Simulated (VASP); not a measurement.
# In3SbTe2 (P6/mmm) in VASP: further runs, part 2 of 3

VASP 6.6.1.

### 3 Relaxation of cell and atoms, PBE

This run uses another cell than the first one, of 31.74 Å³/atom.

Contents of INCAR:

```
PREC = Accurate
ENCUT = 600
EDIFF = 1E-6
ISMEAR = 0
SIGMA = 0.1
LREAL = False
LASPH = True
NELM = 60
ALGO = Normal
ISIF = 3
LWAVE = False
LCHARG = False
GGA = PE
IBRION = 2
NSW = 90
EDIFFG = -0.04
```

Contents of KPOINTS:

```
Automatic mesh
0
Gamma
  6 6 2
```

Contents of POSCAR:

```
In3SbTe2
1.0
    5.1635276400      0.0000000000      0.0000000000
   -2.5817638200      4.4717461100      0.0000000000
    0.0000000000      0.0000000000      8.2480167900
In Sb Te
3 1 2
Direct
    0.5000000000      0.0000000000      0.5000000000
    0.0000000000      0.5000000000      0.5000000000
    0.5000000000      0.5000000000      0.5000000000
    0.0000000000      0.0000000000      0.5000000000
    0.3333333300      0.6666666700      0.0000000000
    0.6666666700      0.3333333300      0.0000000000
```

Potentials or basis: VASP PAW PBE potentials, release 64 (In_d, Sb, Te).

Launch:

```bash
$ cat potpaw_PBE.64/In_d/POTCAR potpaw_PBE.64/Sb/POTCAR potpaw_PBE.64/Te/POTCAR > POTCAR
$ mpirun -np 1 vasp_std > vasp.out
```

OUTCAR:

```text
PREC = Accurate
   ENCUT = 600
   EDIFF = 1E-6
   ISMEAR = 0
   LREAL = False
   LASPH = True
   NELM = 60
   ISIF = 3
   GGA = PE
   IBRION = 2
   NSW = 90
   EDIFFG = -0.04

 ion  position               nearest neighbor table
   1  0.500  0.000  0.500-   4 2.58   4 2.58   2 2.58   3 2.58   3 2.58   2 2.58
   2  0.000  0.500  0.500-   3 2.58   3 2.58   4 2.58   4 2.58   1 2.58   1 2.58
   3  0.500  0.500  0.500-   2 2.58   2 2.58   4 2.58   1 2.58   1 2.58   4 2.58
   4  0.000  0.000  0.500-   1 2.58   1 2.58   3 2.58   2 2.58   2 2.58   3 2.58
   5  0.333  0.667  0.000-   6 2.98   6 2.98   6 2.98
   6  0.667  0.333  0.000-   5 2.98   5 2.98   5 2.98

  LATTYP: Found a hexagonal cell.
 ALAT       =     5.1635276400
 C/A-ratio  =     1.5973608287

  Lattice vectors:

 A1 = (   5.1635276400,   0.0000000000,   0.0000000000)
 A2 = (  -2.5817638200,   4.4717461100,   0.0000000000)
 A3 = (   0.0000000000,   0.0000000000,   8.2480167900)

Analysis of symmetry for initial positions (statically):
=====================================================================
 Subroutine PRICEL returns:
 Original cell was already a primitive cell.

 Routine SETGRP: Setting up the symmetry group for a
 hexagonal supercell.

 Subroutine GETGRP returns: Found 24 space group operations
 (whereof 24 operations were pure point group operations)
 out of a pool of 24 trial point group operations.

The static configuration has the point symmetry D_6h.

Analysis of symmetry for dynamics (positions and initial velocities):
=====================================================================
 Subroutine PRICEL returns:
 Original cell was already a primitive cell.

 Routine SETGRP: Setting up the symmetry group for a
 hexagonal supercell.

 Subroutine GETGRP returns: Found 24 space group operations
 (whereof 24 operations were pure point group operations)
 out of a pool of 24 trial point group operations.

The dynamic configuration has the point symmetry D_6h.
[... 108 lines left out ...]
   NUPDOWN=      -1.0000    fix difference up-down
   EMIN   =  10.00;   EMAX   =-10.00  energy-range for DOS
   EFERMI =   0.00;   METHOD = LEGACY
   ISMEAR =     0;   SIGMA  =   0.10  broadening in eV -4-tet -1-fermi 0-gaus
   EFERMI_NEDOS =   21; number of points for ismear=-14 and -15
   IALGO  =     38    algorithm
   IMIX   =      4    mixing-type and parameters
     AMIX     =   0.40;   BMIX     =  1.00
     AMIX_MAG =   1.60;   BMIX_MAG =  1.00
  volume/ion in A,a.u.               =      31.74       214.20
  Fermi-wavevector in a.u.,A,eV,Ry     =   1.088629  2.057210 16.124434  1.185112
  Thomas-Fermi vector in A             =   2.224814
   LORBIT       =      0    0 simple, 1 ext, 2 COOP (PROOUT), +10 PAW based schemes
   GGA     = PE    functional components
   LHFCALC =     F    Hartree Fock is set to
   AEXX    =    0.0000 exact exchange contribution
   IVDW    =     0    specifies the selected vdW correction
   LEPSILON=     F    determine dielectric tensor
   LRPA    =     F    only Hartree local field effects (RPA)
 conjugate gradient relaxation of ions
 non-spin polarized calculation
 Gauss-broadening in eV      SIGMA  =   0.10
  energy-cutoff  :      600.00
  volume of cell :      190.45
 maximum number of plane-waves:      6394
 NGX is ok and might be reduce to    42
   NGX = 21   NGY = 21   NGZ = 33

--------------------------------------- Ionic step        1  -------------------------------------------

 number of electron      56.0000027 magnetization

 Free energy of the ion-electron system (eV)
  ---------------------------------------------------
  ext. energy  EPLUGINS =         0.00000000
  ---------------------------------------------------
  free energy    TOTEN  =        -8.85150325 eV

  energy without entropy =       -8.81782764  energy(sigma->0) =       -8.83466544

------------------------ aborting loop because EDIFF is reached ----------------------------------------

  FORCE on cell =-STRESS in cart. coord.  units (eV):
  Direction    XX          YY          ZZ          XY          YZ          ZX
  --------------------------------------------------------------------------------------
  -------------------------------------------------------------------------------------
  Total       46.1278786     46.1278786     -2.3124679      0.0000000     -0.0000000      0.0000000
  in kB      388.0617917    388.0617918    -19.4541882      0.0000000     -0.0000000      0.0000000
  external PRESSURE =     252.2231318 kB  Pullay stress =       0.0000000 kB
[... 1126 lines left out ...]
     32       7.5620      0.00000
     33       7.5620      0.00000

[... ionic steps 4 to 23 ...]

--------------------------------------- Ionic step       24  -------------------------------------------

 number of electron      55.9999977 magnetization

------------------------ aborting loop because EDIFF is reached ----------------------------------------
[... 75 lines left out ...]
--------------------------------------- Ionic step       26  -------------------------------------------

 number of electron      55.9999923 magnetization

 Free energy of the ion-electron system (eV)
  ---------------------------------------------------
  ext. energy  EPLUGINS =         0.00000000
  ---------------------------------------------------
  free energy    TOTEN  =       -18.01150947 eV

  energy without entropy =      -17.99947458  energy(sigma->0) =      -18.00549203

 E-fermi :   5.1465     XC(G=0):  -9.0438

 val. band max:        5.1122141538   @ k =   0.1667   0.0000   0.0000
 cond. band min:       5.2185671046   @ k =   0.3333   0.0000   0.0000
 fundamental gap:      0.1063529508
 Fermi energy:         5.1464913280
[... 535 lines left out ...]
  FREE ENERGIE OF THE ION-ELECTRON SYSTEM (eV)
  ---------------------------------------------------
  free  energy   TOTEN  =       -18.0115094721 eV

  energy  without entropy=      -17.9994745800  energy(sigma->0) =      -18.00549203

 reached required accuracy - stopping structural energy minimisation
```

Wall time 82 min (1 thread of Intel Xeon 8259CL, shared host); peak memory 0.45 GiB.

What came out:

| Property | Result |
| --- | --- |
| Free energy | -18.0115 eV |
| Relaxed volume | 33.18 Å³/atom |
| Relaxed cell | a = 7.076 Å, b = 7.076 Å, c = 4.592 Å, α = 90.00°, β = 90.00°, γ = 120.00° |
| Space group after relaxing (to 0.1 Å) | P6/mmm (No. 191) |
| Pressure after relaxing | 0.0 GPa |
| Band gap on the k mesh | zero (bands 28 and 29 overlap by 1.47 eV) |

Final structure:
```yaml
crystal:
  lattice:
    - [7.07594, 0.00000, 0.00000]
    - [-3.53797, 6.12794, 0.00000]
    - [0.00000, 0.00000, 4.59192]
  atoms:
    - { symbol: In, position: [0.50000, 0.00000, 0.50000] }
    - { symbol: In, position: [0.00000, 0.50000, 0.50000] }
    - { symbol: In, position: [0.50000, 0.50000, 0.50000] }
    - { symbol: Sb, position: [0.00000, 0.00000, 0.50000] }
    - { symbol: Te, position: [0.33333, 0.66667, 0.00000] }
    - { symbol: Te, position: [0.66667, 0.33333, 0.00000] }
```

Caveat: the k points lie up to 0.68 Å⁻¹ apart in the final cell, too coarse for converged energies and pressures of a metal; a cell axis changed by over 15 % at a fixed basis, so the end point is rough; spin-orbit coupling is left out, which moves the levels of the heavy elements.

(Continued in part 3 of 3.)
